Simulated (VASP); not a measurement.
# CsTl (Pm-3m) in VASP: a series of runs, part 3 of 3

VASP 6.6.1.

**5. Single point, PBE**

This run uses another cell than the first one: it holds 4 atoms, not 2.

The input, INCAR:

```
PREC = Accurate ; ENCUT = 520
EDIFF = 1E-6 ; ISMEAR = 0
SIGMA = 0.2 ; LREAL = False
LASPH = True ; NELM = 100
ALGO = Fast ; ISIF = 2
LWAVE = False ; LCHARG = True
GGA = PE ; LELF = True
LVHAR = True ; NBANDS = 30
```

The input, KPOINTS:

```
Automatic mesh
0
Gamma
  6 6 4
```

The input, POSCAR:

```
CsTl
1.0
    0.0000000000      4.6635967755      0.0000000000
    0.0000000000      0.0000000000      4.6635967755
    9.3271935510      0.0000000000      0.0000000000
Cs Tl
2 2
Direct
    0.5000000000      0.5000000000      0.2500000000
    0.5000000000      0.5000000000      0.7500000000
    0.0000000000      0.0000000000      0.0000000000
    0.0000000000      0.0000000000      0.5000000000
```

Potentials or basis: VASP PAW PBE potentials, release 64 (Cs_sv, Tl_d).

Launch:

```sh
> cat potpaw_PBE.64/Cs_sv/POTCAR potpaw_PBE.64/Tl_d/POTCAR > POTCAR
> mpirun -np 1 vasp_std > vasp.out
```

OUTCAR:

```text
PREC = Accurate
   ENCUT = 520
   EDIFF = 1E-6
   ISMEAR = 0
   LREAL = False
   LASPH = True
   NELM = 100
   ISIF = 2
   GGA = PE

 ion  position               nearest neighbor table
   1  0.500  0.500  0.250-
   2  0.500  0.500  0.750-
   3  0.000  0.000  0.000-
   4  0.000  0.000  0.500-

  LATTYP: Found a simple tetragonal cell.
 ALAT       =     4.6635967755
 C/A-ratio  =     2.0000000000

  Lattice vectors:

 A1 = (   0.0000000000,   4.6635967755,   0.0000000000)
 A2 = (   0.0000000000,   0.0000000000,   4.6635967755)
 A3 = (   9.3271935510,   0.0000000000,   0.0000000000)

Analysis of symmetry for initial positions (statically):
=====================================================================
 Subroutine PRICEL returns following result:

  LATTYP: Found a simple cubic cell.
 ALAT       =     4.6635967755

  Lattice vectors:

[... 175 lines left out ...]
   NGX = 17   NGY = 17   NGZ = 35

 number of electron      43.9999993 magnetization

 Free energy of the ion-electron system (eV)
  ---------------------------------------------------
  ext. energy  EPLUGINS =         0.00000000
  ---------------------------------------------------
  free energy    TOTEN  =        -5.89255569 eV

  energy without entropy =       -5.80626412  energy(sigma->0) =       -5.84940991

 E-fermi :   2.5313     XC(G=0):  -7.7734

 val. band max:        2.4963721304   @ k =   0.5000   0.3333   0.5000
 cond. band min:       2.5774263589   @ k =   0.5000   0.5000   0.2500
 fundamental gap:      0.0810542285
 Fermi energy:         2.5312893657

 k-point     1 :       0.0000    0.0000    0.0000
  band No.  band energies     occupation
      1     -20.1142      2.00000
      2     -20.0951      2.00000
      3      -9.1941      2.00000
      4      -9.1941      2.00000
      5      -9.1941      2.00000
      6      -9.1920      2.00000
[... 781 lines left out ...]
     29       6.9027      0.00000
     30       6.9032      0.00000

 [... further k-points ...]
[... 5 lines left out ...]
  --------------------------------------------------------------------------------------
  -------------------------------------------------------------------------------------
  Total       -0.0126627     -0.0474485     -0.0474485     -0.0000000      0.0000000      0.0000000
  in kB       -0.1000104     -0.3747484     -0.3747484     -0.0000000      0.0000000      0.0000000
  external PRESSURE =      -0.2831691 kB  Pullay stress =       0.0000000 kB

 VOLUME and BASIS-vectors are now :
 -----------------------------------------------------------------------------
  energy-cutoff  :      520.00
  volume of cell :      202.86
      direct lattice vectors                 reciprocal lattice vectors
     0.000000000  4.663596776  0.000000000     0.000000000  0.214426771  0.000000000
     0.000000000  0.000000000  4.663596776     0.000000000  0.000000000  0.214426771
     9.327193551  0.000000000  0.000000000     0.107213386  0.000000000  0.000000000

 POSITION                                       TOTAL-FORCE (eV/Angst)
 -----------------------------------------------------------------------------------
      2.33180      2.33180      2.33180        -0.000000     -0.000000      0.000000
      6.99540      2.33180      2.33180         0.000000     -0.000000      0.000000
      0.00000      0.00000      0.00000         0.000000      0.000000      0.000000
      4.66360      0.00000      0.00000         0.000000      0.000000      0.000000
 -----------------------------------------------------------------------------------
    total drift:                                0.000000      0.000000      0.000000

  FREE ENERGIE OF THE ION-ELECTRON SYSTEM (eV)
  ---------------------------------------------------
  free  energy   TOTEN  =        -5.8925556947 eV

  energy  without entropy=       -5.8062641166  energy(sigma->0) =       -5.84940991
```

OSZICAR:

```text
N       E                     dE             d eps       ncg     rms          rms(c)
DAV:   1     0.268811770952E+03    0.26881E+03   -0.19580E+04  1816   0.123E+03
DAV:   2     0.137578285216E+02   -0.25505E+03   -0.24895E+03  2152   0.252E+02
DAV:   3    -0.566521086689E+01   -0.19423E+02   -0.19274E+02  2112   0.580E+01
DAV:   4    -0.593325562213E+01   -0.26804E+00   -0.26789E+00  2064   0.784E+00
DAV:   5    -0.593610089447E+01   -0.28453E-02   -0.28450E-02  2164   0.823E-01    0.105E+00
RMM:   6    -0.589879268718E+01    0.37308E-01   -0.64327E-02  1852   0.125E+00    0.534E-01
RMM:   7    -0.589141706596E+01    0.73756E-02   -0.40560E-02  2000   0.995E-01    0.369E-01
RMM:   8    -0.589252563347E+01   -0.11086E-02   -0.74660E-03  1984   0.325E-01    0.955E-02
RMM:   9    -0.589255614804E+01   -0.30515E-04   -0.21801E-03  2135   0.218E-01    0.470E-02
RMM:  10    -0.589255119745E+01    0.49506E-05   -0.22458E-04  2081   0.742E-02    0.221E-02
RMM:  11    -0.589256034147E+01   -0.91440E-05   -0.82884E-05  2105   0.454E-02    0.118E-02
RMM:  12    -0.589255493033E+01    0.54111E-05   -0.15740E-05  2038   0.165E-02    0.157E-03
RMM:  13    -0.589255569468E+01   -0.76435E-06   -0.36583E-06  1592   0.679E-03
   1 F= -.58925557E+01 E0= -.58494099E+01  d E =-.862916E-01
```

stdout:

```text
POSCAR found type information on POSCAR CsTl
 POSCAR found :  2 types and       4 ions
 scaLAPACK will be used
 LDA part: xc-table for (Slater+PW92), standard interpolation
 POSCAR, INCAR and KPOINTS ok, starting setup
 FFT: planning ... GRIDC
 FFT: planning ... GRID_SOFT
 FFT: planning ... GRID
 WAVECAR not read
 entering main loop
```

It took 2.5 min on 1 thread of Intel Xeon Platinum 8375C at 2.90GHz (Ice Lake), shared host; peak memory 0.37 GiB.

What came out:

| Property | Result |
| --- | --- |
| Free energy | -5.8926 eV |
| Pressure | 0.0 GPa |
| Band gap on the k mesh | zero (bands 22 and 23 overlap by 2.28 eV) |

Levels at points of the mesh, in eV from the Fermi level:
| k point | band 19 | band 20 | band 21 | band 22 | band 23 | band 24 | band 25 | band 26 |
| --- | --- | --- | --- | --- | --- | --- | --- | --- |
| (0.00, 0.00, 0.00) | -6.72 | -5.88 | -1.35 | 1.64 | 1.64 | 2.01 | 2.01 | 2.29 |
| (0.50, 0.00, 0.00) | -6.01 | -5.88 | -1.36 | 0.19 | 0.19 | 1.64 | 1.64 | 2.03 |
| (0.50, 0.50, 0.00) | -6.01 | -5.55 | -0.64 | -0.64 | -0.64 | 0.19 | 0.19 | 2.03 |
| (0.00, 0.00, 0.50) | -6.32 | -6.32 | -0.17 | -0.17 | 1.95 | 1.95 | 1.95 | 1.95 |
| (0.50, 0.00, 0.50) | -5.94 | -5.94 | -0.73 | -0.73 | 0.77 | 0.77 | 2.08 | 2.08 |
| (0.50, 0.50, 0.50) | -5.80 | -5.80 | -0.26 | -0.26 | -0.26 | -0.26 | 0.53 | 0.53 |

Caveat: spin-orbit coupling is left out, which moves the levels of the heavy elements.

**6. Single point, PBE (44.63 Å³/atom)**

This run uses another cell than the first one, of 44.63 Å³/atom.

The input, INCAR:

```
  PREC = Accurate
  ENCUT = 520
  EDIFF = 1E-6
  ISMEAR = 0
  SIGMA = 0.1
  LREAL = F
  LASPH = T
  NELM = 80
  ALGO = Normal
  ISIF = 2
  LWAVE = F
  LCHARG = F
  GGA = PE
  NBANDS = 18
```

The input, KPOINTS:

```
regular mesh
0
Gamma
  12 12 12
```

The input, POSCAR:

```
CsTl
1.0
    4.4690500391      0.0000000000      0.0000000000
    0.0000000000      4.4690500391      0.0000000000
    0.0000000000      0.0000000000      4.4690500391
Cs Tl
1 1
Direct
    0.5000000000      0.5000000000      0.5000000000
    0.0000000000      0.0000000000      0.0000000000
```

Potentials or basis: VASP PAW PBE potentials, release 64 (Cs_sv, Tl_d).

Launch:

```sh
> cat potpaw_PBE.64/Cs_sv/POTCAR potpaw_PBE.64/Tl_d/POTCAR > POTCAR
> mpirun -np 1 vasp_std > vasp.out
```

It took 83 s on 1 thread of Intel Xeon Platinum 8375C at 2.90GHz (Ice Lake), shared host; peak memory 0.29 GiB.

Results (log left out):

| Quantity | Value |
| --- | --- |
| Free energy | -2.8782 eV |
| Pressure | 1.2 GPa |
| Band gap on the k mesh | zero (bands 11 and 12 overlap by 2.82 eV) |

Levels at points of the mesh, in eV from the Fermi level:
| k point | band 9 | band 10 | band 11 | band 12 | band 13 | band 14 |
| --- | --- | --- | --- | --- | --- | --- |
| (0.00, 0.00, 0.00) | -9.25 | -6.90 | 1.97 | 1.97 | 2.64 | 2.64 |
| (0.50, 0.00, 0.00) | -9.14 | -5.72 | -1.49 | 1.73 | 1.73 | 2.58 |
| (0.50, 0.50, 0.00) | -9.13 | -6.05 | 0.33 | 0.33 | 2.17 | 3.30 |
| (0.50, 0.50, 0.50) | -9.49 | -5.43 | -0.85 | -0.85 | -0.85 | 5.84 |

Caveat: spin-orbit coupling is left out, which moves the levels of the heavy elements.

**7. Single point, r2SCAN**

This run uses another cell than the first one, of 50.71 Å³/atom.

The input, POSCAR:

```
CsTl
1.0
    4.6635967755      0.0000000000      0.0000000000
    0.0000000000      4.6635967755      0.0000000000
    0.0000000000      0.0000000000      4.6635967755
Cs Tl
1 1
Direct
    0.5000000000      0.5000000000      0.5000000000
    0.0000000000      0.0000000000      0.0000000000
```

The input, INCAR.step1:

```
  ALGO = Normal
  EDIFF = 1E-4
  ENCUT = 520
  GGA = PE
  ISMEAR = 0
  LASPH = T
  LCHARG = F
  LREAL = F
  LWAVE = T
  NBANDS = 18
  NELM = 60
  PREC = Accurate
  SIGMA = 0.1
```

The input, INCAR.step2:

```
  ALGO = Normal
  EDIFF = 1E-6
  ENCUT = 520
  ISIF = 2
  ISMEAR = 0
  ISTART = 1
  LASPH = T
  LCHARG = F
  LMIXTAU = T
  LREAL = F
  LWAVE = F
  METAGGA = R2SCAN
  NBANDS = 18
  NELM = 60
  PREC = Accurate
  SIGMA = 0.1
```

The input, KPOINTS:

```
k-points
0
Gamma
  12 12 12
```

Potentials or basis: VASP PAW PBE potentials, release 64 (Cs_sv, Tl_d).

Launch:

```sh
> cat potpaw_PBE.64/Cs_sv/POTCAR potpaw_PBE.64/Tl_d/POTCAR > POTCAR
> cp INCAR.step1 INCAR
> mpirun -np 1 vasp_std > vasp.out
> cp INCAR.step2 INCAR
> mpirun -np 1 vasp_std > vasp.out
```

OUTCAR:

```text
EDIFF = 1E-6
   ENCUT = 520
   ISIF = 2
   ISMEAR = 0
   ISTART = 1
   LASPH = T
   LREAL = F
   METAGGA = R2SCAN
   NELM = 60
   PREC = Accurate

 ion  position               nearest neighbor table
   1  0.500  0.500  0.500-
   2  0.000  0.000  0.000-

  LATTYP: Found a simple cubic cell.
 ALAT       =     4.6635967755

  Lattice vectors:

 A1 = (   4.6635967755,   0.0000000000,   0.0000000000)
 A2 = (   0.0000000000,   4.6635967755,   0.0000000000)
 A3 = (   0.0000000000,   0.0000000000,   4.6635967755)

Analysis of symmetry for initial positions (statically):
=====================================================================
 Subroutine PRICEL returns:
 Original cell was already a primitive cell.

 Routine SETGRP: Setting up the symmetry group for a
 simple cubic supercell.

 Subroutine GETGRP returns: Found 48 space group operations
 (whereof 48 operations were pure point group operations)
 out of a pool of 48 trial point group operations.

The static configuration has the point symmetry O_h .

Analysis of symmetry for dynamics (positions and initial velocities):
=====================================================================
 Subroutine PRICEL returns:
 Original cell was already a primitive cell.

 Routine SETGRP: Setting up the symmetry group for a
 simple cubic supercell.

 Subroutine GETGRP returns: Found 48 space group operations
 (whereof 48 operations were pure point group operations)
 out of a pool of 48 trial point group operations.

The dynamic configuration has the point symmetry O_h .

[... 102 lines left out ...]
   IBRION =     -1    ionic relax: 0-MD 1-quasi-New 2-CG
   NFREE  =      0    steps in history (QN), initial steepest desc. (CG)
   ISIF   =      2    stress and relaxation
   ISYM   =      2    0-nonsym 1-usesym 2-fastsym
   POTIM  = 0.5000    time-step for ionic-motion
   TEBEG  =    0.0;   TEEND  =   0.0 temperature during run
   PSTRESS=    0.0 pullay stress
   NELECT =      22.0000    total number of electrons
   NUPDOWN=      -1.0000    fix difference up-down
   EMIN   =  10.00;   EMAX   =-10.00  energy-range for DOS
   EFERMI =   0.00;   METHOD = LEGACY
   ISMEAR =     0;   SIGMA  =   0.10  broadening in eV -4-tet -1-fermi 0-gaus
   EFERMI_NEDOS =   21; number of points for ismear=-14 and -15
   IALGO  =     38    algorithm
   IMIX   =      4    mixing-type and parameters
     AMIX     =   0.40;   BMIX     =  1.00
     AMIX_MAG =   1.60;   BMIX_MAG =  1.00
  volume/ion in A,a.u.               =      50.71       342.24
  Fermi-wavevector in a.u.,A,eV,Ry     =   0.983622  1.858775 13.163793  0.967511
  Thomas-Fermi vector in A             =   2.114793
   LORBIT       =      0    0 simple, 1 ext, 2 COOP (PROOUT), +10 PAW based schemes
   METAGGA = R2SCAN    functional components
   LHFCALC =     F    Hartree Fock is set to
   AEXX    =    0.0000 exact exchange contribution
   IVDW    =     0    specifies the selected vdW correction
   LEPSILON=     F    determine dielectric tensor
   LRPA    =     F    only Hartree local field effects (RPA)
 non-spin polarized calculation
 Gauss-broadening in eV      SIGMA  =   0.10
  energy-cutoff  :      520.00
  volume of cell :      101.43
 maximum number of plane-waves:      2800
 NGX is ok and might be reduce to    36

 number of electron      21.9999994 magnetization

 Free energy of the ion-electron system (eV)
  ---------------------------------------------------
  ext. energy  EPLUGINS =         0.00000000
  ---------------------------------------------------
  free energy    TOTEN  =       -78.06462576 eV

  energy without entropy =      -78.04994010  energy(sigma->0) =      -78.05728293

 E-fermi :   2.5122     XC(G=0):  -8.1493

 val. band max:        2.5090100250   @ k =   0.5000   0.4167   0.0000
 cond. band min:       2.5169446188   @ k =   0.2500   0.1667   0.0000
 fundamental gap:      0.0079345938
 Fermi energy:         2.5122491386

 k-point     1 :       0.0000    0.0000    0.0000
  band No.  band energies     occupation
      1     -21.0084      2.00000
      2      -9.7042      2.00000
      3      -9.7042      2.00000
      4      -9.6791      2.00000
      5      -9.6791      2.00000
      6      -9.6791      2.00000
[... 481 lines left out ...]
      5      -9.6851      2.00000
      6      -9.6481      2.00000
[... 10 lines left out ...]
     17       8.0356      0.00000
     18       8.5775      0.00000

 [... further k-points ...]
[... 5 lines left out ...]
  --------------------------------------------------------------------------------------
  -------------------------------------------------------------------------------------
  Total       -0.3073514     -0.3073514     -0.3073514     -0.0000000     -0.0000000     -0.0000000
  in kB       -4.8549280     -4.8549280     -4.8549280     -0.0000000     -0.0000000     -0.0000000
  external PRESSURE =      -4.8549280 kB  Pullay stress =       0.0000000 kB

 VOLUME and BASIS-vectors are now :
 -----------------------------------------------------------------------------
  energy-cutoff  :      520.00
  volume of cell :      101.43
      direct lattice vectors                 reciprocal lattice vectors
     4.663596776  0.000000000  0.000000000     0.214426771  0.000000000  0.000000000
     0.000000000  4.663596776  0.000000000     0.000000000  0.214426771  0.000000000
     0.000000000  0.000000000  4.663596776     0.000000000  0.000000000  0.214426771

 POSITION                                       TOTAL-FORCE (eV/Angst)
 -----------------------------------------------------------------------------------
      2.33180      2.33180      2.33180         0.000000      0.000000      0.000000
      0.00000      0.00000      0.00000         0.000000      0.000000      0.000000
 -----------------------------------------------------------------------------------
    total drift:                                0.000000      0.000000      0.000000

  FREE ENERGIE OF THE ION-ELECTRON SYSTEM (eV)
  ---------------------------------------------------
  free  energy   TOTEN  =       -78.0646257623 eV

  energy  without entropy=      -78.0499400983  energy(sigma->0) =      -78.05728293
```

Wall time 5.9 min (1 thread of Intel Xeon Platinum 8375C at 2.90GHz (Ice Lake), shared host); peak memory 0.32 GiB.

Results:

```
Free energy            : -78.0646 eV
Pressure               : -0.5 GPa
Band gap on the k mesh : zero (bands 11 and 12 overlap by 2.91 eV)
```

Caveat: the PAW data sets were made with another functional, which shifts forces and pressure a little; spin-orbit coupling is left out, which moves the levels of the heavy elements.

**8. The runs side by side**

```csv
level,cell,k mesh,smearing,gap on the mesh (eV),pressure (GPa)
PBE,"a = 4.710 Å, 2 atoms, atomic positions A",12 × 12 × 12,gaussian 0.1 eV,none,-0.2
PBE,"a = 4.755 Å, 2 atoms, atomic positions A",12 × 12 × 12,gaussian 0.1 eV,none,-0.4
PBE,"a = 4.814 Å, 2 atoms, atomic positions A",12 × 12 × 12,gaussian 0.1 eV,none,-0.6
PBE,"a = 4.664, b = 4.664, c = 9.327 Å, 4 atoms, atomic positions B",6 × 6 × 4,gaussian 0.2 eV,none,0.0
PBE,"a = 4.469 Å, 2 atoms, atomic positions A",12 × 12 × 12,gaussian 0.1 eV,none,1.2
r2SCAN,"a = 4.664 Å, 2 atoms, atomic positions A",12 × 12 × 12,gaussian 0.1 eV,none,-0.5
```

Alike in all rows: task single point; potentials or basis VASP PAW PBE potentials, release 64 (Cs_sv, Tl_d); no spin polarisation; cutoff (eV) 520.

Caveats: spin-orbit coupling is left out, which moves the levels of the heavy elements; the PAW data sets were made with another functional, which shifts forces and pressure a little (at least some runs).

Absolute energies hang on the potentials; compare differences alone.

The gap in the log of VASP goes by the Fermi energy; the results here count the filled bands.